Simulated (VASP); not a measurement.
# ZnGe3 (Pm-3m) in VASP: further runs, part 3 of 3

VASP 6.6.1. The steps go on from the part before.

## (4) Single point, r2SCAN

This run uses another cell than the first one, of 18.32 Å³/atom, 1.058 times its volume.

Input file POSCAR:

```
ZnGe3
1.0
    4.1844922335      0.0000000000      0.0000000000
    0.0000000000      4.1844922335      0.0000000000
    0.0000000000      0.0000000000      4.1844922335
Zn Ge
1 3
Direct
    0.0000000000      0.0000000000      0.0000000000
    0.0000000000      0.5000000000      0.5000000000
    0.5000000000      0.0000000000      0.5000000000
    0.5000000000      0.5000000000      0.0000000000
```

Input file INCAR.step1:

```
SYSTEM = ZnGe3
  ALGO = Normal
  EDIFF = 1E-4
  ENCUT = 520
  GGA = PE
  ISMEAR = 1
  LASPH = .TRUE.
  LCHARG = .FALSE.
  LREAL = .FALSE.
  LWAVE = .TRUE.
  NBANDS = 35
  NELM = 60
  PREC = Accurate
  SIGMA = 0.1
```

Input file INCAR.step2:

```
SYSTEM = ZnGe3
  ALGO = Normal
  EDIFF = 1E-6
  ENCUT = 520
  ISIF = 2
  ISMEAR = 1
  ISTART = 1
  LASPH = .TRUE.
  LCHARG = .FALSE.
  LMIXTAU = .TRUE.
  LREAL = .FALSE.
  LWAVE = .FALSE.
  METAGGA = R2SCAN
  NBANDS = 35
  NELM = 60
  PREC = Accurate
  SIGMA = 0.1
```

Input file KPOINTS:

```
k-points
0
G
  6 6 6
  0 0 0
```

Potentials or basis: VASP PAW PBE potentials, release 64 (Zn, Ge_d).

Started as:

```console
$ cat potpaw_PBE.64/Zn/POTCAR potpaw_PBE.64/Ge_d/POTCAR > POTCAR
$ cp INCAR.step1 INCAR
$ mpirun -np 1 vasp_std > vasp.out
$ cp INCAR.step2 INCAR
$ mpirun -np 1 vasp_std > vasp.out
```

OUTCAR:

```text
SYSTEM = ZnGe3
   EDIFF = 1E-6
   ENCUT = 520
   ISIF = 2
   ISMEAR = 1
   ISTART = 1
   LASPH = .TRUE.
   LREAL = .FALSE.
   METAGGA = R2SCAN
   NELM = 60
   PREC = Accurate

 ion  position               nearest neighbor table
   1  0.000  0.000  0.000-   2 2.96   3 2.96   4 2.96   2 2.96   3 2.96   2 2.96   4 2.96   2 2.96
                             3 2.96   4 2.96   3 2.96   4 2.96
   2  0.000  0.500  0.500-   1 2.96   1 2.96   1 2.96   1 2.96
   3  0.500  0.000  0.500-   1 2.96   1 2.96   1 2.96   1 2.96
   4  0.500  0.500  0.000-   1 2.96   1 2.96   1 2.96   1 2.96

  LATTYP: Found a simple cubic cell.
 ALAT       =     4.1844922335

  Lattice vectors:

 A1 = (   4.1844922335,   0.0000000000,   0.0000000000)
 A2 = (   0.0000000000,   4.1844922335,   0.0000000000)
 A3 = (   0.0000000000,   0.0000000000,   4.1844922335)

Analysis of symmetry for initial positions (statically):
=====================================================================
 Subroutine PRICEL returns:
 Original cell was already a primitive cell.

 Routine SETGRP: Setting up the symmetry group for a
 simple cubic supercell.

 Subroutine GETGRP returns: Found 48 space group operations
 (whereof 48 operations were pure point group operations)
 out of a pool of 48 trial point group operations.

The static configuration has the point symmetry O_h .

Analysis of symmetry for dynamics (positions and initial velocities):
=====================================================================
 Subroutine PRICEL returns:
 Original cell was already a primitive cell.

 Routine SETGRP: Setting up the symmetry group for a
 simple cubic supercell.

 Subroutine GETGRP returns: Found 48 space group operations
 (whereof 48 operations were pure point group operations)
 out of a pool of 48 trial point group operations.

The dynamic configuration has the point symmetry O_h .

 Subroutine INISYM returns: Found 48 space group operations
 (whereof 48 operations are pure point group operations),
 and found     1 'primitive' translations

----------------------------------------------------------------------------------------

                                     Primitive cell

  volume of cell :      73.2704

  direct lattice vectors                    reciprocal lattice vectors
     4.184492234  0.000000000  0.000000000     0.238977621  0.000000000  0.000000000
     0.000000000  4.184492234  0.000000000     0.000000000  0.238977621  0.000000000
     0.000000000  0.000000000  4.184492234     0.000000000  0.000000000  0.238977621

  length of vectors
     4.184492234  4.184492234  4.184492234     0.238977621  0.238977621  0.238977621

  position of ions in fractional coordinates (direct lattice)
     0.000000000  0.000000000  0.000000000
     0.000000000  0.500000000  0.500000000
     0.500000000  0.000000000  0.500000000
     0.500000000  0.500000000  0.000000000

  ion indices of the primitive-cell ions
   primitive index   ion index
                 1           1
                 2           2
                 3           3
                 4           4

----------------------------------------------------------------------------------------

 KPOINTS: k-points

Automatic generation of k-mesh.
 Grid dimensions read from file:
 generate k-points for:    6    6    6

 Generating k-lattice:

  Cartesian coordinates                     Fractional coordinates (reciprocal lattice)
     0.039829604  0.000000000  0.000000000     0.166666667  0.000000000  0.000000000
     0.000000000  0.039829604  0.000000000     0.000000000  0.166666667  0.000000000
     0.000000000  0.000000000  0.039829604     0.000000000  0.000000000  0.166666667

  Length of vectors
     0.039829604  0.039829604  0.039829604

  Shift w.r.t. Gamma in fractional coordinates (k-lattice)
     0.000000000  0.000000000  0.000000000

 Subroutine IBZKPT returns following result:
 ===========================================

 Found     20 irreducible k-points:

 Following reciprocal coordinates:
            Coordinates               Weight
  0.000000  0.000000  0.000000      1.000000
  0.166667  0.000000  0.000000      6.000000
  0.333333  0.000000  0.000000      6.000000
  0.500000  0.000000  0.000000      3.000000
  0.166667  0.166667  0.000000     12.000000
  0.333333  0.166667  0.000000     24.000000
[... 12 lines left out ...]
  0.500000  0.500000  0.333333      6.000000
  0.500000  0.500000  0.500000      1.000000
   k-points           NKPTS =     20   k-points in BZ     NKDIM =     20   number of bands    NBANDS=     35
   number of dos      NEDOS =    301   number of ions     NIONS =      4
   total plane-waves  NPLWV =  32768
   dimension x,y,z NGX =    32 NGY =   32 NGZ =   32
   dimension x,y,z NGXF=    64 NGYF=   64 NGZF=   64
   ions per type =               1   3
   NGX,Y,Z   is equivalent  to a cutoff of  12.71, 12.71, 12.71 a.u.
   NGXF,Y,Z  is equivalent  to a cutoff of  25.43, 25.43, 25.43 a.u.
 SYSTEM =  ZnGe3
   PREC   = accura    normal or accurate (medium, high low for compatibility)
   ISTART =      1    job   : 0-new  1-cont  2-samecut
   ICHARG =      0    charge: 1-file 2-atom 10-const
   ISPIN  =      1    spin polarized calculation?
   LNONCOLLINEAR =      F non collinear calculations
   LSORBIT =      F    spin-orbit coupling
   LASPH  =      T    aspherical Exc in radial PAW
   ENCUT  =  520.0 eV  38.22 Ry    6.18 a.u.   7.78  7.78  7.78*2*pi/ulx,y,z
   NELM   =     60;   NELMIN=  2; NELMDL=  0     # of ELM steps
   EDIFF  = 0.1E-05   stopping-criterion for ELM
   LREAL  =      F    real-space projection
   EDIFFG = 0.1E-04   stopping-criterion for IOM
   NSW    =      0    number of steps for IOM
   IBRION =     -1    ionic relax: 0-MD 1-quasi-New 2-CG
   NFREE  =      0    steps in history (QN), initial steepest desc. (CG)
   ISIF   =      2    stress and relaxation
   ISYM   =      2    0-nonsym 1-usesym 2-fastsym
   POTIM  = 0.5000    time-step for ionic-motion
   TEBEG  =    0.0;   TEEND  =   0.0 temperature during run
   PSTRESS=    0.0 pullay stress
   NELECT =      54.0000    total number of electrons
   NUPDOWN=      -1.0000    fix difference up-down
   EMIN   =  10.00;   EMAX   =-10.00  energy-range for DOS
   EFERMI =   0.00;   METHOD = LEGACY
   ISMEAR =     1;   SIGMA  =   0.10  broadening in eV -4-tet -1-fermi 0-gaus
   EFERMI_NEDOS =   21; number of points for ismear=-14 and -15
   IALGO  =     38    algorithm
   IMIX   =      4    mixing-type and parameters
     AMIX     =   0.40;   BMIX     =  1.00
     AMIX_MAG =   1.60;   BMIX_MAG =  1.00
  volume/ion in A,a.u.               =      18.32       123.61
  Fermi-wavevector in a.u.,A,eV,Ry     =   1.478756  2.794444 29.752140  2.186721
  Thomas-Fermi vector in A             =   2.592998
   LORBIT       =      0    0 simple, 1 ext, 2 COOP (PROOUT), +10 PAW based schemes
   METAGGA = R2SCAN    functional components
   LHFCALC =     F    Hartree Fock is set to
   AEXX    =    0.0000 exact exchange contribution
   IVDW    =     0    specifies the selected vdW correction
   LEPSILON=     F    determine dielectric tensor
   LRPA    =     F    only Hartree local field effects (RPA)
 non-spin polarized calculation
 Methfessel and Paxton  Order N= 1 SIGMA  =   0.10
  energy-cutoff  :      520.00
  volume of cell :       73.27
 maximum number of plane-waves:      2008
 NGX is ok and might be reduce to    32
   NGX = 15   NGY = 15   NGZ = 15

 number of electron      54.0000067 magnetization

 Free energy of the ion-electron system (eV)
  ---------------------------------------------------
  ext. energy  EPLUGINS =         0.00000000
  ---------------------------------------------------
  free energy    TOTEN  =       -48.58036414 eV

  energy without entropy =      -48.57813687  energy(sigma->0) =      -48.57962172

 E-fermi :   5.9037     XC(G=0): -12.3580

 val. band max:        5.8836800378   @ k =   0.3333   0.3333   0.3333
 cond. band min:       5.9129677363   @ k =   0.5000   0.5000   0.1667
 fundamental gap:      0.0292876984
 Fermi energy:         5.9037292041

 k-point     1 :       0.0000    0.0000    0.0000
  band No.  band energies     occupation
      1     -19.7901      2.00000
      2     -19.7901      2.00000
      3     -19.7901      2.00000
      4     -19.7775      2.00000
      5     -19.7315      2.00000
      6     -19.7315      2.00000
[... 749 lines left out ...]
     34      17.1776      0.00000
     35      17.1776      0.00000

------------------------ aborting loop because EDIFF is reached ----------------------------------------

  FORCE on cell =-STRESS in cart. coord.  units (eV):
  Direction    XX          YY          ZZ          XY          YZ          ZX
  --------------------------------------------------------------------------------------
  -------------------------------------------------------------------------------------
  Total       -0.3650778     -0.3650778     -0.3650778      0.0000000      0.0000000      0.0000000
  in kB       -7.9830297     -7.9830297     -7.9830297      0.0000000      0.0000000      0.0000000
  external PRESSURE =      -7.9830297 kB  Pullay stress =       0.0000000 kB

 VOLUME and BASIS-vectors are now :
 -----------------------------------------------------------------------------
  energy-cutoff  :      520.00
  volume of cell :       73.27
      direct lattice vectors                 reciprocal lattice vectors
     4.184492234  0.000000000  0.000000000     0.238977621  0.000000000  0.000000000
     0.000000000  4.184492234  0.000000000     0.000000000  0.238977621  0.000000000
     0.000000000  0.000000000  4.184492234     0.000000000  0.000000000  0.238977621

 POSITION                                       TOTAL-FORCE (eV/Angst)
 -----------------------------------------------------------------------------------
      0.00000      0.00000      0.00000         0.000000      0.000000      0.000000
      0.00000      2.09225      2.09225         0.000000      0.000000      0.000000
      2.09225      0.00000      2.09225         0.000000      0.000000      0.000000
      2.09225      2.09225      0.00000         0.000000      0.000000      0.000000
 -----------------------------------------------------------------------------------
    total drift:                                0.000000     -0.000000     -0.000000

  FREE ENERGIE OF THE ION-ELECTRON SYSTEM (eV)
  ---------------------------------------------------
  free  energy   TOTEN  =       -48.5803641401 eV

  energy  without entropy=      -48.5781368749  energy(sigma->0) =      -48.57962172
```

Run time: 4.8 min. Hardware: 1 thread of AMD EPYC 7R13, shared host; peak memory 0.17 GiB.

What came out:

```yaml
Free_energy: -48.5804 eV
Pressure: -0.8 GPa
Band_gap_on_the_k_mesh: zero (band 27 reaches 6.39 eV, above the bottom of band 28 at 2.59 eV)
```

Caveat: the PAW data sets were made with another functional, which shifts forces and pressure a little.

## (5) Single point, r2SCAN

This run uses another cell than the first one, of 18.82 Å³/atom, 1.087 times its volume.

Input file POSCAR:

```
ZnGe3
1.0
    4.2223630000      0.0000000000      0.0000000000
    0.0000000000      4.2223630000      0.0000000000
    0.0000000000      0.0000000000      4.2223630000
Zn Ge
1 3
Direct
    0.0000000000      0.0000000000      0.0000000000
    0.0000000000      0.5000000000      0.5000000000
    0.5000000000      0.0000000000      0.5000000000
    0.5000000000      0.5000000000      0.0000000000
```

Input file INCAR.step1:

```
PREC = Accurate ; ENCUT = 520
ISMEAR = 1 ; SIGMA = 0.1
LREAL = F ; LASPH = T
NELM = 80 ; NBANDS = 35
GGA = PE ; ALGO = Normal
EDIFF = 1E-4 ; LWAVE = T
LCHARG = F
```

Input file INCAR.step2:

```
PREC = Accurate ; ENCUT = 520
EDIFF = 1E-6 ; ISMEAR = 1
SIGMA = 0.1 ; LREAL = F
LASPH = T ; NELM = 80
ALGO = Normal ; ISIF = 2
LWAVE = F ; LCHARG = F
METAGGA = R2SCAN ; LMIXTAU = T
NBANDS = 35 ; ISTART = 1
```

Input file KPOINTS:

```
Automatic mesh
0
Gamma
  6 6 6
```

Started as:

```console
$ cat potpaw_PBE.64/Zn/POTCAR potpaw_PBE.64/Ge_d/POTCAR > POTCAR
$ cp INCAR.step1 INCAR
$ mpirun -np 1 vasp_std > vasp.out
$ cp INCAR.step2 INCAR
$ mpirun -np 1 vasp_std > vasp.out
```

It took 4.4 min on 1 thread of AMD EPYC 7R13, shared host; peak memory 0.18 GiB.

It converged, with:

```
Free energy            : -48.5596 eV
Pressure               : -2.5 GPa
Band gap on the k mesh : zero (band 27 reaches 6.06 eV, above the bottom of band 28 at 2.38 eV)
```

Levels at points of the mesh, in eV from the Fermi level:
```
           k point  band 24  band 25  band 26  band 27  band 28  band 29  band 30  band 31
(0.00, 0.00, 0.00)    -4.07    -4.07    -4.07    -1.37     2.77     2.77     2.77     4.52
(0.50, 0.00, 0.00)    -2.08    -2.08    -1.72    -1.11    -1.11     0.28     0.52     5.11
(0.50, 0.50, 0.00)    -6.37    -0.68    -0.13     0.32     0.32     0.37     0.37     2.52
(0.50, 0.50, 0.50)    -5.99    -5.07    -5.07    -5.07    -3.25     7.18     7.18     7.31
```

Caveat: the PAW data sets were made with another functional, which shifts forces and pressure a little.

## (6) Summary

```csv
cell,gap on the mesh (eV),pressure (GPa)
"a = 4.107 Å, 4 atoms",none,3.5
"a = 4.146 Å, 4 atoms",none,1.2
"a = 4.184 Å, 4 atoms",none,-0.8
"a = 4.222 Å, 4 atoms",none,-2.5
```

Alike in all rows: task single point; level r2SCAN; potentials or basis VASP PAW PBE potentials, release 64 (Zn, Ge_d); no spin polarisation; k mesh 6 × 6 × 6; cutoff (eV) 520; smearing methfessel-paxton 0.1 eV.

Caveats: the PAW data sets were made with another functional, which shifts forces and pressure a little.

Total energies depend on the potentials used, so only differences within one code and one set of settings carry meaning.
